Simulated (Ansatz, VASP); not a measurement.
## One calculation of SiC, two programs

```
CELL_PARAMETERS angstrom
-3.09412 0.00000 0.00000
-1.54706 -2.67959 0.00000
-3.48089 -2.00969 10.12934
ATOMIC_POSITIONS crystal
Si 0.22113 0.22113 0.59404
Si 0.26280 0.26280 0.09404
Si 0.74193 0.74193 0.34410
Si 0.36693 0.36693 0.84410
C 0.36216 0.36216 0.40601
C 0.65383 0.65383 0.90601
C 0.88251 0.88251 0.15665
C 0.50751 0.50751 0.65665
```

Alike in both runs: task single point; functional PBE; k mesh 10 × 10 × 3; occupations gaussian, width 0.05 eV; no spin polarisation.

|  | VASP | Ansatz |
| --- | --- | --- |
| version | VASP 6.6.1 | Ansatz 0.2.0 |
| potentials or method | VASP PAW PBE potentials, release 64 (Si, C), cutoff 520 eV | scalar-relativistic, plane waves, PAW |
| valence electrons in the cell | 32 | 32 |

```tsv
	VASP	Ansatz	Ansatz less VASP
gap on the k mesh at the Fermi level (eV)	0.36	0.36	+0.006
least direct gap on the mesh (eV)	1.31	1.32	+0.008
pressure (GPa)	-1.9	-1.9	+0.03
traceless stress, the component that is largest in VASP (GPa)	4.63	4.68	+0.046
rms of the force components (eV/Å)	0.379	0.379	+0.0002
```

Atom by atom the forces differ by 0.004 eV/Å (rms over components). With one functional, cell and mesh, what is left measures potentials, basis and numerics.
